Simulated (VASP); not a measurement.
# GaF (Pm-3m) in VASP: a series of runs

Aim: see how the results for GaF move with the level of theory and the settings. Levels: PBEsol-based screened hybrid with 25 % exact exchange, PBEsol-based global hybrid with 25 % exact exchange, PBE0. Tasks: single point.

Program: VASP 6.6.1. These are calculated values, not measurements. Logs are shortened: lines on timing, memory, paths and dates and some standing lists are left out, and cuts for length are marked.

## (1) The cell of the first run

It takes space group Pm-3m (No. 221, cubic). Conventional cell: a = 3.107 Å, b = 3.107 Å, c = 3.107 Å, α = 90.00°, β = 90.00°, γ = 90.00°. Ga (site symmetry m-3m) has 8 F at 2.69 Å and 6 Ga at 3.11 Å within 3.5 Å. F (site symmetry m-3m) has 8 Ga at 2.69 Å and 6 F at 3.11 Å within 3.5 Å.

## (2) Single point, PBEsol-based screened hybrid with 25 % exact exchange

Input file POSCAR:

```
GaF
1.0
    3.1072500798      0.0000000000      0.0000000000
    0.0000000000      3.1072500798      0.0000000000
    0.0000000000      0.0000000000      3.1072500798
Ga F
1 1
Direct
    0.0000000000      0.0000000000      0.0000000000
    0.5000000000      0.5000000000      0.5000000000
```

Input file INCAR.step1:

```
  PREC = Accurate
  ENCUT = 520
  EDIFF = 1E-5
  ISMEAR = -1
  SIGMA = 0.05
  LREAL = False
  LASPH = True
  NELM = 60
  ALGO = Normal
  ISIF = 2
  LWAVE = True
  LCHARG = False
  NBANDS = 17
  GGA = PE
```

Input file INCAR.step2:

```
  PREC = Accurate
  ENCUT = 520
  EDIFF = 1E-6
  ISMEAR = -1
  SIGMA = 0.05
  LREAL = False
  LASPH = True
  NELM = 60
  ALGO = Normal
  ISIF = 2
  LWAVE = False
  LCHARG = False
  GGA = PS
  LHFCALC = True
  AEXX = 0.25
  HFSCREEN = 0.207
  PRECFOCK = Normal
  NBANDS = 17
  ISTART = 1
```

Input file KPOINTS:

```
Automatic mesh
0
Gamma
  4 4 4
```

Potentials or basis: VASP PAW PBE potentials, release 64 (Ga_d, F).

The run is started by

```sh
$ cat potpaw_PBE.64/Ga_d/POTCAR potpaw_PBE.64/F/POTCAR > POTCAR
$ cp INCAR.step1 INCAR
$ mpirun -np 1 vasp_std > vasp.out
$ cp INCAR.step2 INCAR
$ mpirun -np 1 vasp_std > vasp.out
```

OUTCAR:

```text
PREC = Accurate
   ENCUT = 520
   EDIFF = 1E-6
   ISMEAR = -1
   LREAL = False
   LASPH = True
   NELM = 60
   ISIF = 2
   GGA = PS
   LHFCALC = True
   AEXX = 0.25
   HFSCREEN = 0.207
   PRECFOCK = Normal
   ISTART = 1

 ion  position               nearest neighbor table
   1  0.000  0.000  0.000-
   2  0.500  0.500  0.500-

  LATTYP: Found a simple cubic cell.
 ALAT       =     3.1072500798

  Lattice vectors:

 A1 = (   3.1072500798,   0.0000000000,   0.0000000000)
 A2 = (   0.0000000000,   3.1072500798,   0.0000000000)
 A3 = (   0.0000000000,   0.0000000000,   3.1072500798)

Analysis of symmetry for initial positions (statically):
=====================================================================
 Subroutine PRICEL returns:
 Original cell was already a primitive cell.

 Routine SETGRP: Setting up the symmetry group for a
 simple cubic supercell.

 Subroutine GETGRP returns: Found 48 space group operations
 (whereof 48 operations were pure point group operations)
 out of a pool of 48 trial point group operations.

The static configuration has the point symmetry O_h .

Analysis of symmetry for dynamics (positions and initial velocities):
=====================================================================
 Subroutine PRICEL returns:
 Original cell was already a primitive cell.

 Routine SETGRP: Setting up the symmetry group for a
 simple cubic supercell.

 Subroutine GETGRP returns: Found 48 space group operations
 (whereof 48 operations were pure point group operations)
 out of a pool of 48 trial point group operations.

The dynamic configuration has the point symmetry O_h .

 Subroutine INISYM returns: Found 48 space group operations
 (whereof 48 operations are pure point group operations),
 and found     1 'primitive' translations

----------------------------------------------------------------------------------------

                                     Primitive cell

  volume of cell :      30.0005

  direct lattice vectors                    reciprocal lattice vectors
     3.107250080  0.000000000  0.000000000     0.321827975  0.000000000  0.000000000
     0.000000000  3.107250080  0.000000000     0.000000000  0.321827975  0.000000000
     0.000000000  0.000000000  3.107250080     0.000000000  0.000000000  0.321827975

  length of vectors
     3.107250080  3.107250080  3.107250080     0.321827975  0.321827975  0.321827975

  position of ions in fractional coordinates (direct lattice)
     0.000000000  0.000000000  0.000000000
     0.500000000  0.500000000  0.500000000

  ion indices of the primitive-cell ions
   primitive index   ion index
                 1           1
                 2           2

----------------------------------------------------------------------------------------

 KPOINTS: Automatic mesh

Automatic generation of k-mesh.
 Grid dimensions read from file:
 generate k-points for:    4    4    4

 Generating k-lattice:

  Cartesian coordinates                     Fractional coordinates (reciprocal lattice)
     0.080456994  0.000000000  0.000000000     0.250000000  0.000000000  0.000000000
     0.000000000  0.080456994  0.000000000     0.000000000  0.250000000  0.000000000
     0.000000000  0.000000000  0.080456994     0.000000000  0.000000000  0.250000000

  Length of vectors
     0.080456994  0.080456994  0.080456994

  Shift w.r.t. Gamma in fractional coordinates (k-lattice)
     0.000000000  0.000000000  0.000000000

 Subroutine IBZKPT returns following result:
 ===========================================

 Found     10 irreducible k-points:

 Following reciprocal coordinates:
            Coordinates               Weight
  0.000000  0.000000  0.000000      1.000000
  0.250000  0.000000  0.000000      6.000000
  0.500000  0.000000  0.000000      3.000000
  0.250000  0.250000  0.000000     12.000000
  0.500000  0.250000  0.000000     12.000000
  0.500000  0.500000  0.000000      3.000000
  0.250000  0.250000  0.250000      8.000000
  0.500000  0.250000  0.250000     12.000000
  0.500000  0.500000  0.250000      6.000000
  0.500000  0.500000  0.500000      1.000000
   k-points           NKPTS =     10   k-points in BZ     NKDIM =     64   number of bands    NBANDS=     17
   number of dos      NEDOS =    301   number of ions     NIONS =      2
   total plane-waves  NPLWV =  13824
   dimension x,y,z NGX =    24 NGY =   24 NGZ =   24
   dimension x,y,z NGXF=    48 NGYF=   48 NGZF=   48
   ions per type =               1   1
   NGX,Y,Z   is equivalent  to a cutoff of  12.84, 12.84, 12.84 a.u.
   NGXF,Y,Z  is equivalent  to a cutoff of  25.68, 25.68, 25.68 a.u.
 SYSTEM =  unknown system
   PREC   = accura    normal or accurate (medium, high low for compatibility)
   ISTART =      1    job   : 0-new  1-cont  2-samecut
   ICHARG =      0    charge: 1-file 2-atom 10-const
   ISPIN  =      1    spin polarized calculation?
   LNONCOLLINEAR =      F non collinear calculations
   LSORBIT =      F    spin-orbit coupling
   LASPH  =      T    aspherical Exc in radial PAW
   ENCUT  =  520.0 eV  38.22 Ry    6.18 a.u.   5.78  5.78  5.78*2*pi/ulx,y,z
   NELM   =     60;   NELMIN=  2; NELMDL=  0     # of ELM steps
   EDIFF  = 0.1E-05   stopping-criterion for ELM
   LREAL  =      F    real-space projection
   EDIFFG = 0.1E-04   stopping-criterion for IOM
   NSW    =      0    number of steps for IOM
   IBRION =     -1    ionic relax: 0-MD 1-quasi-New 2-CG
   NFREE  =      0    steps in history (QN), initial steepest desc. (CG)
   ISIF   =      2    stress and relaxation
   ISYM   =      3    0-nonsym 1-usesym 2-fastsym
   POTIM  = 0.5000    time-step for ionic-motion
   TEBEG  =    0.0;   TEEND  =   0.0 temperature during run
   PSTRESS=    0.0 pullay stress
   NELECT =      20.0000    total number of electrons
   NUPDOWN=      -1.0000    fix difference up-down
   EMIN   =  10.00;   EMAX   =-10.00  energy-range for DOS
   EFERMI =   0.00;   METHOD = LEGACY
   ISMEAR =    -1;   SIGMA  =   0.05  broadening in eV -4-tet -1-fermi 0-gaus
   EFERMI_NEDOS =   21; number of points for ismear=-14 and -15
   IALGO  =     38    algorithm
   IMIX   =      1    mixing-type and parameters
     AMIX     =   0.40;   BMIX     =  1.00
     AMIX_MAG =   1.60;   BMIX_MAG =  1.00
  volume/ion in A,a.u.               =      15.00       101.23
  Fermi-wavevector in a.u.,A,eV,Ry     =   1.430129  2.702552 27.827583  2.045270
  Thomas-Fermi vector in A             =   2.550008
   LORBIT       =      0    0 simple, 1 ext, 2 COOP (PROOUT), +10 PAW based schemes
   GGA     = PS    functional components
   LHFCALC =     T    Hartree Fock is set to
   PRECFOCK=normal    Normal, Fast or Accurate (Low or Medium for compatibility)
   ENCUT4O =  -1.0   cutoff for four orbital integrals eV
   NKREDX  =     1    reduce k-point grid by
   NKREDY  =     1    reduce k-point grid by
   NKREDZ  =     1    reduce k-point grid by
   AEXX    =    0.2500 exact exchange contribution
   HFSCREEN=    0.2070 screening length (either q_TF or 0.3 A-1)
   HFSCREENC=   0.2070 screening length for correlation (either q_TF or 0.3 A-1)
   ENCUTFOCK=  -1.0 apply spherical cutoff to Coloumb kernel
   IVDW    =     0    specifies the selected vdW correction
   LEPSILON=     F    determine dielectric tensor
   LRPA    =     F    only Hartree local field effects (RPA)
 non-spin polarized calculation
  energy-cutoff  :      520.00
  volume of cell :       30.00
 maximum number of plane-waves:       840
 NGX is ok and might be reduce to    24
  NGX = 18; NGY = 18; NGZ = 18

 number of electron      19.9999992 magnetization

 Free energy of the ion-electron system (eV)
  ---------------------------------------------------
  ext. energy  EPLUGINS =         0.00000000
  ---------------------------------------------------
  free energy    TOTEN  =        -9.49368818 eV

  energy without entropy =       -9.49178590  energy(sigma->0) =       -9.49273704

 E-fermi :   3.2507     XC(G=0):  -8.7029

 val. band max:        3.1799848497   @ k =   0.5000   0.5000   0.5000
 cond. band min:       3.3838161530   @ k =   0.5000   0.0000   0.0000
 fundamental gap:      0.2038313033
 Fermi energy:         3.2506787853

 k-point     1 :       0.0000    0.0000    0.0000
  band No.  band energies     occupation
      1     -22.5264      2.00000
      2     -14.2853      2.00000
      3     -14.2853      2.00000
      4     -14.1074      2.00000
      5     -14.1074      2.00000
      6     -14.1074      2.00000
[... 9 lines left out ...]
     16      21.6962      0.00000
     17      27.3141      0.00000

 k-point     2 :       0.2500    0.0000    0.0000
  band No.  band energies     occupation
      1     -22.4340      2.00000
      2     -14.2801      2.00000
      3     -14.2189      2.00000
      4     -14.1352      2.00000
      5     -14.1352      2.00000
      6     -14.1053      2.00000
[... 9 lines left out ...]
     16      21.8266      0.00000
     17      23.4215      0.00000

 k-point     3 :       0.5000    0.0000    0.0000
  band No.  band energies     occupation
      1     -22.3394      2.00000
      2     -14.2748      2.00000
      3     -14.1628      2.00000
      4     -14.1628      2.00000
      5     -14.1552      2.00000
      6     -14.1031      2.00000
[... 9 lines left out ...]
     16      20.9895      0.00000
     17      21.9721      0.00000

 k-point     4 :       0.2500    0.2500    0.0000
  band No.  band energies     occupation
      1     -22.3556      2.00000
      2     -14.2464      2.00000
      3     -14.1756      2.00000
      4     -14.1532      2.00000
      5     -14.1332      2.00000
      6     -14.1283      2.00000
[... 9 lines left out ...]
     16      21.5024      0.00000
     17      22.1886      0.00000
[... 63 lines left out ...]
      1     -22.2105      2.00000
      2     -14.1972      2.00000
      3     -14.1667      2.00000
      4     -14.1642      2.00000
      5     -14.1599      2.00000
      6     -14.0970      2.00000
[... 9 lines left out ...]
     16      19.2227      0.00000
     17      24.6166      0.00000

 k-point     9 :       0.5000    0.5000    0.2500
  band No.  band energies     occupation
      1     -22.1445      2.00000
      2     -14.2047      2.00000
      3     -14.1918      2.00000
      4     -14.1918      2.00000
      5     -14.1307      2.00000
      6     -14.0522      2.00000
[... 9 lines left out ...]
     16      17.2158      0.00000
     17      27.2172      0.00000

 k-point    10 :       0.5000    0.5000    0.5000
  band No.  band energies     occupation
      1     -22.0783      2.00000
      2     -14.2333      2.00000
      3     -14.2333      2.00000
      4     -14.2333      2.00000
      5     -14.0508      2.00000
      6     -14.0508      2.00000
[... 9 lines left out ...]
     16      15.9524      0.00000
     17      25.0646      0.00000

------------------------ aborting loop because EDIFF is reached ----------------------------------------

  FORCE on cell =-STRESS in cart. coord.  units (eV):
  Direction    XX          YY          ZZ          XY          YZ          ZX
  --------------------------------------------------------------------------------------
  -------------------------------------------------------------------------------------
  Total       -0.0102391     -0.0102391     -0.0102391     -0.0000000     -0.0000000      0.0000000
  in kB       -0.5468205     -0.5468205     -0.5468205     -0.0000000     -0.0000000      0.0000000
  external PRESSURE =      -0.5468205 kB  Pullay stress =       0.0000000 kB

 VOLUME and BASIS-vectors are now :
 -----------------------------------------------------------------------------
  energy-cutoff  :      520.00
  volume of cell :       30.00
      direct lattice vectors                 reciprocal lattice vectors
     3.107250080  0.000000000  0.000000000     0.321827975  0.000000000  0.000000000
     0.000000000  3.107250080  0.000000000     0.000000000  0.321827975  0.000000000
     0.000000000  0.000000000  3.107250080     0.000000000  0.000000000  0.321827975

 POSITION                                       TOTAL-FORCE (eV/Angst)
 -----------------------------------------------------------------------------------
      0.00000      0.00000      0.00000         0.000000      0.000000      0.000000
      1.55363      1.55363      1.55363         0.000000      0.000000      0.000000
 -----------------------------------------------------------------------------------
    total drift:                               -0.000003     -0.000003     -0.000002

  FREE ENERGIE OF THE ION-ELECTRON SYSTEM (eV)
  ---------------------------------------------------
  free  energy   TOTEN  =        -9.4936881827 eV

  energy  without entropy=       -9.4917858988  energy(sigma->0) =       -9.49273704
```

It took 6.7 min on 1 thread of Intel Xeon Platinum 8259CL at 2.50GHz (Skylake/Cascade Lake), shared host; peak memory 0.25 GiB.

Results:

```yaml
Free_energy: -9.4937 eV
Pressure: -0.1 GPa
Band_gap_on_the_k_mesh: 0.20 eV (least direct gap 1.82 eV)
```

Levels at points of the mesh, in eV from the valence-band top:
| k point | band 7 | band 8 | band 9 | band 10 | band 11 | band 12 | band 13 | band 14 |
| --- | --- | --- | --- | --- | --- | --- | --- | --- |
| (0.00, 0.00, 0.00) | -7.41 | -5.36 | -5.36 | -5.36 | 9.30 | 9.30 | 9.30 | 10.10 |
| (0.50, 0.00, 0.00) | -8.85 | -5.04 | -5.04 | -1.62 | 0.20 | 9.34 | 9.34 | 13.20 |
| (0.50, 0.50, 0.00) | -6.94 | -6.94 | -4.93 | -3.32 | 3.71 | 3.71 | 9.58 | 11.63 |
| (0.50, 0.50, 0.50) | -6.03 | -6.03 | -6.03 | 0.00 | 2.39 | 2.39 | 2.39 | 12.77 |

Caveat: the k points lie up to 0.51 Å⁻¹ apart; the PAW data sets were made with another functional, which shifts forces and pressure a little.

(Part 1 of 2 ends here.)
